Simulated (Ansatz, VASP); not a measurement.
# Co3H in VASP and in Ansatz

The input POSCAR:

```
Co3H
1.0
    2.3882540000      4.1365770000      0.0000000000
   -2.3882540000      4.1365770000      0.0000000000
    0.0000000000      0.0000000000      3.8435960000
Co H
6 2
Direct
    0.8330000000      0.8330000000      0.2500000000
    0.1670000000      0.6660000000      0.7500000000
    0.3340000000      0.8330000000      0.2500000000
    0.1670000000      0.1670000000      0.7500000000
    0.8330000000      0.3340000000      0.2500000000
    0.6660000000      0.1670000000      0.7500000000
    0.3333000000      0.3334000000      0.2500000000
    0.6666000000      0.6667000000      0.7500000000
```

File INCAR.step1:

```
SYSTEM = Co3H
PREC     = Accurate       ! precision mode
ENCUT    = 520            ! plane-wave cutoff, eV
ISMEAR   = -1             ! smearing method
SIGMA    = 0.1            ! smearing width, eV
LREAL    = .False.        ! projectors in reciprocal space
LASPH    = .True.         ! aspherical terms in the spheres
NELM     = 150            ! most SCF steps
ISPIN    = 2              ! spin polarisation
MAGMOM   = 3 3 3 3 3 3 0 0 ! initial moments
LMAXMIX  = 4              ! l up to which the mixer works
NBANDS   = 42             ! bands
GGA      = PE             ! functional
ALGO     = Normal         ! electronic algorithm
EDIFF    = 1E-4           ! SCF threshold, eV
LWAVE    = .True.         ! write WAVECAR
LCHARG   = .False.        ! write CHGCAR
```

File INCAR.step2:

```
SYSTEM = Co3H
PREC     = Accurate       ! precision mode
ENCUT    = 520            ! plane-wave cutoff, eV
EDIFF    = 1E-7           ! SCF threshold, eV
ISMEAR   = -1             ! smearing method
SIGMA    = 0.1            ! smearing width, eV
LREAL    = .False.        ! projectors in reciprocal space
LASPH    = .True.         ! aspherical terms in the spheres
NELM     = 150            ! most SCF steps
ALGO     = Normal         ! electronic algorithm
ISIF     = 2              ! what is computed and relaxed
LWAVE    = .False.        ! write WAVECAR
LCHARG   = .False.        ! write CHGCAR
ISPIN    = 2              ! spin polarisation
MAGMOM   = 3 3 3 3 3 3 0 0 ! initial moments
LORBIT   = 11             ! projections on sites
LMAXMIX  = 4              ! l up to which the mixer works
METAGGA  = R2SCAN         ! meta-GGA
LMIXTAU  = .True.       
NBANDS   = 42             ! bands
ISTART   = 1
```

Contents of KPOINTS:

```
regular mesh
0
Gamma
  4 4 5
  0 0 0
```

Input for Ansatz:

```yaml
crystal:
  lattice:
    - [2.388254, 4.136577, 0.0]
    - [-2.388254, 4.136577, 0.0]
    - [0.0, 0.0, 3.843596]
  atoms:
    - { symbol: Co, position: [0.833, 0.833, 0.25], spin: 3.0 }
    - { symbol: Co, position: [0.167, 0.666, 0.75], spin: 3.0 }
    - { symbol: Co, position: [0.334, 0.833, 0.25], spin: 3.0 }
    - { symbol: Co, position: [0.167, 0.167, 0.75], spin: 3.0 }
    - { symbol: Co, position: [0.833, 0.334, 0.25], spin: 3.0 }
    - { symbol: Co, position: [0.666, 0.167, 0.75], spin: 3.0 }
    - { symbol: H, position: [0.3333, 0.3334, 0.25] }
    - { symbol: H, position: [0.6666, 0.6667, 0.75] }
kpoints:
  mp_grid: { grid: [4, 4, 5], shift: [0.0, 0.0, 0.0] }
  band_path:
    path:
      - [0.0, 0.0, 0.0]
      - [0.5, -2.0e-08, 0.0]
      - [0.66666665, 0.33333331, 0.0]
      - [0.0, 0.0, 0.0]
      - [0.0, 0.0, 0.5]
      - [0.5, -2.0e-08, 0.5]
      - [0.66666665, 0.33333331, 0.5]
      - [0.0, 0.0, 0.5]
    npoints: 7
magnetization:
  spin_polarized: true
scf:
  occupations: { method: fermi_dirac }
  lower_state_search: "off"
  max_iter: 200
hamiltonian:
  pseudopotentials: { kind: paw }
  xc: r2scan
basis:
  ecutwfc: 500
  fft_grid_basis: typed
output:
  forces: true
  stress: true
  eigenvalues: true
  bader: true
  populations: true
  elf: true
  write_potential: true
  volumetric_format: npy
  dos:
    e_range: [-12, 8]
    de: 0.05
    projected: { site_lists: { Co: [Co], H: [H] } }
checkpoint:
  read: saved_state
```

Alike in both runs: task single point; functional r2SCAN; k mesh 4 × 4 × 5; collinear spin.

|  | VASP | Ansatz |
| --- | --- | --- |
| version | VASP 6.6.1 | Ansatz 0.2.0 |
| potentials or method | VASP PAW PBE potentials, release 64 (Co, H), cutoff 520 eV | PAW plane waves |
| occupations | fermi-dirac, width 0.1 eV | fermi-dirac |
| valence electrons in the cell | 56 | 104 |

|  | VASP | Ansatz | Ansatz less VASP |
| --- | --- | --- | --- |
| pressure (GPa) | 1.4 | 1.6 | +0.23 |
| traceless stress, the component that is largest in VASP (GPa) | -0.47 | -0.22 | +0.248 |
| rms of the force components (eV/Å) | 0.445 | 0.447 | +0.0019 |
| net moment per atom (μB) | 1.33 | 1.34 | +0.009 |
| size of the moment on the site where the two differ most (μB) | 1.81 | 1.89 | +0.072 |

VASP's potentials were made for PBE, not for r2SCAN. Site moments also hang on the region over which each program counts them. Atom by atom the forces differ by 0.002 eV/Å (rms over components). VASP's potentials hold 56 valence electrons a cell and Ansatz's 104, so a difference there can come from the potentials and not from the codes. Ansatz's warnings: stability check not made.

The k mesh is coarse, so the values compare programs but aren't converged.
